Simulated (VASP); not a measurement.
Set up this calculation in VASP 6.6.1, as the native input.

```yaml
Task: single point
Functional: PBE
Potentials_or_basis: VASP PAW PBE potentials, release 64 (Al, N)
Cutoff: 520 eV
k_mesh: 8 × 6 × 4
Occupations: gaussian, width 0.05 eV
Spin: no spin polarisation
Dipole_correction: no
Further_INCAR_settings: ALGO = Normal; EDIFF = 1e-06; NBANDS = 26
```

The structure of AlN lies in POSCAR:

```
AlN
1.0
   -1.6567491617      2.8695737234      0.0000000000
    0.0000000000      0.0000000000      4.1874629526
    4.9702474850      2.8695737234      0.0000000000
Al N
4 4
Direct
    0.6419159921      0.7500000000      0.1125685961
    0.0000000000      0.7500000000      0.6666666667
    0.0000000000      0.2500000000      0.3333333333
    0.5000000000      0.2500000000      0.8333333333
    0.5000000000      0.2500000000      0.1666666667
    0.0000000000      0.2500000000      0.6666666667
    0.0000000000      0.7500000000      0.3333333333
    0.5000000000      0.7500000000      0.8333333333
```

This cell differs from its parent crystal: atom 1 (Al) moved by -0.504 Å along [1 0 0] and +0.252 Å along [1 2 0].

These files were run (other wordings do the same):

INCAR

```
  ALGO = Normal
  EDIFF = 1E-6
  ENCUT = 520
  GGA = PE
  ISIF = 2
  ISMEAR = 0
  LASPH = True
  LCHARG = False
  LREAL = False
  LWAVE = False
  NBANDS = 26
  NELM = 100
  PREC = Accurate
  SIGMA = 0.05
```

KPOINTS

```
k-points
0
Gamma
  8 6 4
```

Potentials or basis: VASP PAW PBE potentials, release 64 (Al, N).

Command:

```sh
$ cat potpaw_PBE.64/Al/POTCAR potpaw_PBE.64/N/POTCAR > POTCAR
$ mpirun -np 1 vasp_std > vasp.out
```

Results of the run:

```
Pressure               : 7.2 GPa
Largest force          : 6.547 eV/Å
Band gap on the k mesh : 2.32 eV
```

Caveat: the cell differs from its parent crystal (atom 1 (Al) moved by -0.504 Å along [1 0 0] and +0.252 Å along [1 2 0]); the stress differs along the axes, from 1 to 14 GPa; forces of over 1 eV/Å act on the atoms, so gaps and moduli don't describe the material at rest.

Wall time 73 s on 1 thread of Intel(R) Xeon(R) 6975P-C (Granite Rapids), with other jobs on the host, peak memory 0.26 GiB.
